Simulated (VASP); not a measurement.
# ZnS (F-43m) in VASP: notebook, part 2 of 3

VASP 6.6.1.

## 3. Single point, LDA

INCAR

```
SYSTEM = ZnS
  PREC = Accurate
  ENCUT = 520
  EDIFF = 1E-6
  ISMEAR = 0
  SIGMA = 0.01
  LREAL = .FALSE.
  LASPH = .TRUE.
  NELM = 80
  ALGO = Normal
  ISIF = 2
  LWAVE = .FALSE.
  LCHARG = .FALSE.
  GGA = CA
  NBANDS = 16
```

KPOINTS

```
Automatic mesh
0
G
  10 10 10
  0 0 0
```

POSCAR

```
ZnS
1.0
    0.0000000000      2.6483447004      2.6483447004
    2.6483447004      0.0000000000      2.6483447004
    2.6483447004      2.6483447004      0.0000000000
Zn S
1 1
Direct
    0.0000000000      0.0000000000      0.0000000000
    0.7500000000      0.7500000000      0.7500000000
```

Potentials or basis: VASP PAW LDA potentials, release 64 (Zn, S).

On the command line:

```console
cat potpaw_LDA.64/Zn/POTCAR potpaw_LDA.64/S/POTCAR > POTCAR
mpirun -np 1 vasp_std > vasp.out
```

OUTCAR:

```text
SYSTEM = ZnS
   PREC = Accurate
   ENCUT = 520
   EDIFF = 1E-6
   ISMEAR = 0
   LREAL = .FALSE.
   LASPH = .TRUE.
   NELM = 80
   ISIF = 2
   GGA = CA

 ion  position               nearest neighbor table
   1  0.000  0.000  0.000-   2 2.29   2 2.29   2 2.29   2 2.29
   2  0.750  0.750  0.750-   1 2.29   1 2.29   1 2.29   1 2.29

  LATTYP: Found a face centered cubic cell.
 ALAT       =     5.2966894008

  Lattice vectors:

 A1 = (   0.0000000000,   2.6483447004,   2.6483447004)
 A2 = (   2.6483447004,   0.0000000000,   2.6483447004)
 A3 = (   2.6483447004,   2.6483447004,   0.0000000000)

Analysis of symmetry for initial positions (statically):
=====================================================================
 Subroutine PRICEL returns:
 Original cell was already a primitive cell.

 Routine SETGRP: Setting up the symmetry group for a
 face centered cubic supercell.

 Subroutine GETGRP returns: Found 24 space group operations
 (whereof 24 operations were pure point group operations)
 out of a pool of 48 trial point group operations.

The static configuration has the point symmetry T_d .

Analysis of symmetry for dynamics (positions and initial velocities):
=====================================================================
 Subroutine PRICEL returns:
 Original cell was already a primitive cell.

 Routine SETGRP: Setting up the symmetry group for a
 face centered cubic supercell.

 Subroutine GETGRP returns: Found 24 space group operations
 (whereof 24 operations were pure point group operations)
 out of a pool of 48 trial point group operations.

The dynamic configuration has the point symmetry T_d .

 Subroutine INISYM returns: Found 24 space group operations
 (whereof 24 operations are pure point group operations),
 and found     1 'primitive' translations

----------------------------------------------------------------------------------------

                                     Primitive cell

  volume of cell :      37.1495

  direct lattice vectors                    reciprocal lattice vectors
     0.000000000  2.648344700  2.648344700    -0.188797176  0.188797176  0.188797176
     2.648344700  0.000000000  2.648344700     0.188797176 -0.188797176  0.188797176
     2.648344700  2.648344700  0.000000000     0.188797176  0.188797176 -0.188797176

  length of vectors
     3.745324993  3.745324993  3.745324993     0.327006301  0.327006301  0.327006301

  position of ions in fractional coordinates (direct lattice)
     0.000000000  0.000000000  0.000000000
     0.750000000  0.750000000  0.750000000

  ion indices of the primitive-cell ions
   primitive index   ion index
                 1           1
                 2           2

----------------------------------------------------------------------------------------

 KPOINTS: Automatic mesh

Automatic generation of k-mesh.
 Grid dimensions read from file:
 generate k-points for:   10   10   10

 Generating k-lattice:

  Cartesian coordinates                     Fractional coordinates (reciprocal lattice)
    -0.018879718  0.018879718  0.018879718     0.100000000  0.000000000  0.000000000
     0.018879718 -0.018879718  0.018879718     0.000000000  0.100000000  0.000000000
     0.018879718  0.018879718 -0.018879718     0.000000000  0.000000000  0.100000000

  Length of vectors
     0.032700630  0.032700630  0.032700630

  Shift w.r.t. Gamma in fractional coordinates (k-lattice)
     0.000000000  0.000000000  0.000000000

 Subroutine IBZKPT returns following result:
 ===========================================

 Found     47 irreducible k-points:

 Following reciprocal coordinates:
            Coordinates               Weight
  0.000000  0.000000  0.000000      1.000000
  0.100000  0.000000  0.000000      8.000000
  0.200000  0.000000  0.000000      8.000000
  0.300000  0.000000  0.000000      8.000000
  0.400000  0.000000  0.000000      8.000000
  0.500000  0.000000  0.000000      4.000000
[... 16 lines left out ...]
  0.300000  0.300000  0.000000      6.000000
  0.400000  0.300000  0.000000     24.000000
 [... further k-points ...]
   k-points           NKPTS =     47   k-points in BZ     NKDIM =     47   number of bands    NBANDS=     16
   number of dos      NEDOS =    301   number of ions     NIONS =      2
   total plane-waves  NPLWV =  21952
   dimension x,y,z NGX =    28 NGY =   28 NGZ =   28
   dimension x,y,z NGXF=    56 NGYF=   56 NGZF=   56
   ions per type =               1   1
   NGX,Y,Z   is equivalent  to a cutoff of  12.43, 12.43, 12.43 a.u.
   NGXF,Y,Z  is equivalent  to a cutoff of  24.86, 24.86, 24.86 a.u.
 SYSTEM =  ZnS
   PREC   = accura    normal or accurate (medium, high low for compatibility)
   ISTART =      0    job   : 0-new  1-cont  2-samecut
   ICHARG =      2    charge: 1-file 2-atom 10-const
   ISPIN  =      1    spin polarized calculation?
   LNONCOLLINEAR =      F non collinear calculations
   LSORBIT =      F    spin-orbit coupling
   LASPH  =      T    aspherical Exc in radial PAW
   ENCUT  =  520.0 eV  38.22 Ry    6.18 a.u.   6.96  6.96  6.96*2*pi/ulx,y,z
   NELM   =     80;   NELMIN=  2; NELMDL= -5     # of ELM steps
   EDIFF  = 0.1E-05   stopping-criterion for ELM
   LREAL  =      F    real-space projection
   EDIFFG = 0.1E-04   stopping-criterion for IOM
   NSW    =      0    number of steps for IOM
   IBRION =     -1    ionic relax: 0-MD 1-quasi-New 2-CG
   NFREE  =      0    steps in history (QN), initial steepest desc. (CG)
   ISIF   =      2    stress and relaxation
   ISYM   =      2    0-nonsym 1-usesym 2-fastsym
   POTIM  = 0.5000    time-step for ionic-motion
   TEBEG  =    0.0;   TEEND  =   0.0 temperature during run
   PSTRESS=    0.0 pullay stress
   NELECT =      18.0000    total number of electrons
   NUPDOWN=      -1.0000    fix difference up-down
   EMIN   =  10.00;   EMAX   =-10.00  energy-range for DOS
   EFERMI =   0.00;   METHOD = LEGACY
   ISMEAR =     0;   SIGMA  =   0.01  broadening in eV -4-tet -1-fermi 0-gaus
   EFERMI_NEDOS =   21; number of points for ismear=-14 and -15
   IALGO  =     38    algorithm
   IMIX   =      4    mixing-type and parameters
     AMIX     =   0.40;   BMIX     =  1.00
     AMIX_MAG =   1.60;   BMIX_MAG =  1.00
  volume/ion in A,a.u.               =      18.57       125.35
  Fermi-wavevector in a.u.,A,eV,Ry     =   1.285823  2.429853 22.495064  1.653341
  Thomas-Fermi vector in A             =   2.417934
   LORBIT       =      0    0 simple, 1 ext, 2 COOP (PROOUT), +10 PAW based schemes
   GGA     = CA    functional components
   LHFCALC =     F    Hartree Fock is set to
   AEXX    =    0.0000 exact exchange contribution
   IVDW    =     0    specifies the selected vdW correction
   LEPSILON=     F    determine dielectric tensor
   LRPA    =     F    only Hartree local field effects (RPA)
 non-spin polarized calculation
 Gauss-broadening in eV      SIGMA  =   0.01
  energy-cutoff  :      520.00
  volume of cell :       37.15
 maximum number of plane-waves:      1010
   NGX = 13   NGY = 13   NGZ = 13

 number of electron      18.0000014 magnetization

 Free energy of the ion-electron system (eV)
  ---------------------------------------------------
  ext. energy  EPLUGINS =         0.00000000
  ---------------------------------------------------
  free energy    TOTEN  =        -8.20787036 eV

  energy without entropy =       -8.20787036  energy(sigma->0) =       -8.20787036

 E-fermi :   2.6426     XC(G=0): -10.3167

 val. band max:        2.5139619904   @ k =   0.0000   0.0000   0.0000
 cond. band min:       4.6744844336   @ k =   0.0000   0.0000   0.0000
 fundamental gap:      2.1605224432
 Fermi energy:         2.6425658765

 k-point     1 :       0.0000    0.0000    0.0000
  band No.  band energies     occupation
      1     -11.0341      2.00000
      2      -4.2429      2.00000
      3      -4.2429      2.00000
      4      -4.2429      2.00000
      5      -3.6896      2.00000
      6      -3.6896      2.00000
[... 8 lines left out ...]
     15      14.3402      0.00000
     16      14.3740      0.00000

 k-point     2 :       0.1000    0.0000    0.0000
  band No.  band energies     occupation
      1     -10.9486      2.00000
      2      -4.2462      2.00000
      3      -4.2275      2.00000
      4      -4.2275      2.00000
      5      -3.6912      2.00000
      6      -3.6912      2.00000
[... 8 lines left out ...]
     15      13.8388      0.00000
     16      14.9747      0.00000
[... 387 lines left out ...]
      5      -3.7300      2.00000
      6      -3.6322      2.00000
[... 8 lines left out ...]
     15      15.4428      0.00000
     16      19.4177      0.00000

 k-point    24 :       0.4000    0.3000    0.0000
  band No.  band energies     occupation
      1      -9.9338      2.00000
      2      -4.2954      2.00000
      3      -3.9700      2.00000
      4      -3.9627      2.00000
      5      -3.6681      2.00000
      6      -3.6233      2.00000
[... 8 lines left out ...]
     15      16.0174      0.00000
     16      18.6399      0.00000

 [... further k-points ...]
[... 5 lines left out ...]
  --------------------------------------------------------------------------------------
  -------------------------------------------------------------------------------------
  Total        0.0548513      0.0548513      0.0548513      0.0000000      0.0000000     -0.0000000
  in kB        2.3656161      2.3656161      2.3656161      0.0000000      0.0000000     -0.0000000
  external PRESSURE =       2.3656161 kB  Pullay stress =       0.0000000 kB

 VOLUME and BASIS-vectors are now :
 -----------------------------------------------------------------------------
  energy-cutoff  :      520.00
  volume of cell :       37.15
      direct lattice vectors                 reciprocal lattice vectors
     0.000000000  2.648344700  2.648344700    -0.188797176  0.188797176  0.188797176
     2.648344700  0.000000000  2.648344700     0.188797176 -0.188797176  0.188797176
     2.648344700  2.648344700  0.000000000     0.188797176  0.188797176 -0.188797176

 POSITION                                       TOTAL-FORCE (eV/Angst)
 -----------------------------------------------------------------------------------
      0.00000      0.00000      0.00000         0.000000      0.000000      0.000000
      3.97252      3.97252      3.97252        -0.000000     -0.000000     -0.000000
 -----------------------------------------------------------------------------------
    total drift:                               -0.000001     -0.000001     -0.000001

  FREE ENERGIE OF THE ION-ELECTRON SYSTEM (eV)
  ---------------------------------------------------
  free  energy   TOTEN  =        -8.2078703563 eV

  energy  without entropy=       -8.2078703563  energy(sigma->0) =       -8.20787036
```

Wall time 9.4 s (1 thread of Intel Xeon 6975P-C (Granite Rapids), shared host); peak memory 0.15 GiB.

What came out:

* Free energy: -8.2079 eV
* Pressure: 0.2 GPa
* Band gap on the k mesh: 2.16 eV, direct

Levels at points of the mesh, in eV from the valence-band top:
```
           k point  band 5  band 6  band 7  band 8  band 9  band 10  band 11  band 12  band 13  band 14
(0.00, 0.00, 0.00)   -6.20   -6.20    0.00    0.00    0.00     2.16     6.21     6.21     6.21    11.83
(0.50, 0.00, 0.00)   -6.17   -5.98   -5.78   -0.97   -0.97     3.23     6.76     6.76     8.85    12.15
(0.50, 0.50, 0.00)   -6.12   -5.96   -4.91   -2.47   -2.47     3.06     3.89    11.16    12.20    12.20
```

LDA gaps usually lie below the measured ones, often by a third to a half.

## 4. Relaxation of cell and atoms, LDA

INCAR

```
SYSTEM = ZnS
PREC     = Accurate       ! precision mode
ENCUT    = 600            ! plane-wave cutoff, eV
EDIFF    = 1E-6           ! SCF threshold, eV
ISMEAR   = 0              ! smearing method
SIGMA    = 0.01           ! smearing width, eV
LREAL    = .FALSE.        ! projectors in reciprocal space
LASPH    = .TRUE.         ! aspherical terms in the spheres
NELM     = 60             ! most SCF steps
ALGO     = Normal         ! electronic algorithm
ISIF     = 3              ! what is computed and relaxed
LWAVE    = .FALSE.        ! write WAVECAR
LCHARG   = .FALSE.        ! write CHGCAR
GGA      = CA             ! functional
IBRION   = 2              ! ionic algorithm
NSW      = 80             ! ionic steps
EDIFFG   = -0.001         ! ionic threshold
```

KPOINTS

```
regular mesh
0
G
  10 10 10
  0 0 0
```

POSCAR is that of step 3.

Potentials or basis: VASP PAW LDA potentials, release 64 (Zn, S).

On the command line:

```console
cat potpaw_LDA.64/Zn/POTCAR potpaw_LDA.64/S/POTCAR > POTCAR
mpirun -np 1 vasp_std > vasp.out
```

OUTCAR:

```text
SYSTEM = ZnS
   PREC = Accurate
   ENCUT = 600
   EDIFF = 1E-6
   ISMEAR = 0
   LREAL = .FALSE.
   LASPH = .TRUE.
   NELM = 60
   ISIF = 3
   GGA = CA
   IBRION = 2
   NSW = 80
   EDIFFG = -0.001

 ion  position               nearest neighbor table
   1  0.000  0.000  0.000-   2 2.29   2 2.29   2 2.29   2 2.29
   2  0.750  0.750  0.750-   1 2.29   1 2.29   1 2.29   1 2.29

  LATTYP: Found a face centered cubic cell.
 ALAT       =     5.2966894008

  Lattice vectors:

 A1 = (   0.0000000000,   2.6483447004,   2.6483447004)
 A2 = (   2.6483447004,   0.0000000000,   2.6483447004)
 A3 = (   2.6483447004,   2.6483447004,   0.0000000000)

Analysis of symmetry for initial positions (statically):
=====================================================================
 Subroutine PRICEL returns:
 Original cell was already a primitive cell.

 Routine SETGRP: Setting up the symmetry group for a
 face centered cubic supercell.

 Subroutine GETGRP returns: Found 24 space group operations
 (whereof 24 operations were pure point group operations)
 out of a pool of 48 trial point group operations.

The static configuration has the point symmetry T_d .
[... 171 lines left out ...]
  Total        0.0634310      0.0634310      0.0634310      0.0000000      0.0000000      0.0000000
  in kB        2.7356384      2.7356384      2.7356384      0.0000000      0.0000000      0.0000000
  external PRESSURE =       2.7356384 kB  Pullay stress =       0.0000000 kB
[... 167 lines left out ...]
--------------------------------------- Ionic step        6  -------------------------------------------

 number of electron      17.9999988 magnetization

 Free energy of the ion-electron system (eV)
  ---------------------------------------------------
  ext. energy  EPLUGINS =         0.00000000
  ---------------------------------------------------
  free energy    TOTEN  =        -8.20813973 eV

  energy without entropy =       -8.20813973  energy(sigma->0) =       -8.20813973

 E-fermi :   2.5772     XC(G=0): -10.3039

 val. band max:        2.4857362747   @ k =   0.0000   0.0000   0.0000
 cond. band min:       4.6340796611   @ k =   0.0000   0.0000   0.0000
 fundamental gap:      2.1483433864
 Fermi energy:         2.5772111077

 k-point     1 :       0.0000    0.0000    0.0000
  band No.  band energies     occupation
      1     -11.0410      2.00000
      2      -4.2588      2.00000
      3      -4.2588      2.00000
      4      -4.2588      2.00000
      5      -3.7090      2.00000
      6      -3.7090      2.00000
      7       2.4857      2.00000
      8       2.4857      2.00000
      9       2.4857      2.00000
     10       4.6341      0.00000
     11       8.6972      0.00000
     12       8.6972      0.00000
     13       8.6972      0.00000
[... 354 lines left out ...]
  band No.  band energies     occupation
      1      -9.9463      2.00000
      2      -4.3090      2.00000
      3      -3.9875      2.00000
      4      -3.9801      2.00000
      5      -3.6872      2.00000
      6      -3.6432      2.00000
      7      -1.5063      2.00000
      8       0.2754      2.00000
      9       0.5120      2.00000
     10       6.2590      0.00000
     11       7.0914      0.00000
     12      11.2760      0.00000
     13      12.2534      0.00000

 [... further k-points ...]
[... 5 lines left out ...]
  --------------------------------------------------------------------------------------
  -------------------------------------------------------------------------------------
  Total        0.0002367      0.0002367      0.0002367     -0.0000000     -0.0000000      0.0000000
  in kB        0.0101823      0.0101823      0.0101823     -0.0000000     -0.0000000      0.0000000
  external PRESSURE =       0.0101823 kB  Pullay stress =       0.0000000 kB
[... 17 lines left out ...]
  FREE ENERGIE OF THE ION-ELECTRON SYSTEM (eV)
  ---------------------------------------------------
  free  energy   TOTEN  =        -8.2081397314 eV

  energy  without entropy=       -8.2081397314  energy(sigma->0) =       -8.20813973

 reached required accuracy - stopping structural energy minimisation
```

OSZICAR:

```text
N       E                     dE             d eps       ncg     rms          rms(c)
DAV:   1     0.925659863522E+02    0.92566E+02   -0.10153E+04  1230   0.187E+03
DAV:   2    -0.202593854166E+01   -0.94592E+02   -0.90102E+02  1305   0.309E+02
DAV:   3    -0.855869295602E+01   -0.65328E+01   -0.64976E+01  1532   0.796E+01
[... 33 lines left out ...]
DAV:   2    -0.820813987022E+01    0.20423E-05   -0.78855E-06  1057   0.899E-02    0.410E-03
DAV:   3    -0.820813968949E+01    0.18073E-06   -0.33659E-07   626   0.764E-03
   5 F= -.82081397E+01 E0= -.82081397E+01  d E =-.847706E-04
       N       E                     dE             d eps       ncg     rms          rms(c)
DAV:   1    -0.820813979098E+01    0.79239E-07   -0.48513E-07   626   0.162E-02    0.194E-03
DAV:   2    -0.820813973136E+01    0.59617E-07   -0.17602E-07   626   0.146E-02
   6 F= -.82081397E+01 E0= -.82081397E+01  d E =-.418718E-07
```

Run time: 26 s. Hardware: 1 thread of Intel Xeon 6975P-C (Granite Rapids), shared host; peak memory 0.16 GiB.

What came out:

* Free energy: -8.2081 eV
* Relaxed volume: 18.63 Å³/atom
* Relaxed cell: a = 3.749 Å, b = 3.749 Å, c = 3.749 Å, α = 60.00°, β = 60.00°, γ = 60.00°
* Space group after relaxing (to 0.05 Å): F-43m (No. 216)
* Energy gained by relaxing: 0.0 meV/atom
* Ionic steps: 6
* Pressure after relaxing: 0.0 GPa
* Band gap on the k mesh: 2.15 eV, direct

Final structure:
```cif
data_structure
_symmetry_space_group_name_H-M 'P 1'
_symmetry_Int_Tables_number 1
_cell_length_a 3.7487
_cell_length_b 3.7487
_cell_length_c 3.7487
_cell_angle_alpha 60.000
_cell_angle_beta 60.000
_cell_angle_gamma 60.000
_cell_volume 37.25
loop_
_atom_site_label
_atom_site_type_symbol
_atom_site_fract_x
_atom_site_fract_y
_atom_site_fract_z
_atom_site_occupancy
Zn1 Zn 0.00000 0.00000 0.00000 1
S1 S 0.75000 0.75000 0.75000 1
```

Levels at points of the mesh, in eV from the valence-band top:
```
           k point  band 5  band 6  band 7  band 8  band 9  band 10  band 11  band 12  band 13
(0.00, 0.00, 0.00)   -6.19   -6.19    0.00    0.00    0.00     2.15     6.21     6.21     6.21
(0.50, 0.00, 0.00)   -6.16   -5.97   -5.76   -0.96   -0.96     3.23     6.76     6.76     8.84
(0.50, 0.50, 0.00)   -6.11   -5.95   -4.90   -2.46   -2.46     3.06     3.89    11.14    12.18
```

Expect the measured gap to be larger: semilocal functionals such as LDA lack the derivative discontinuity.

(Continued in part 3 of 3.)
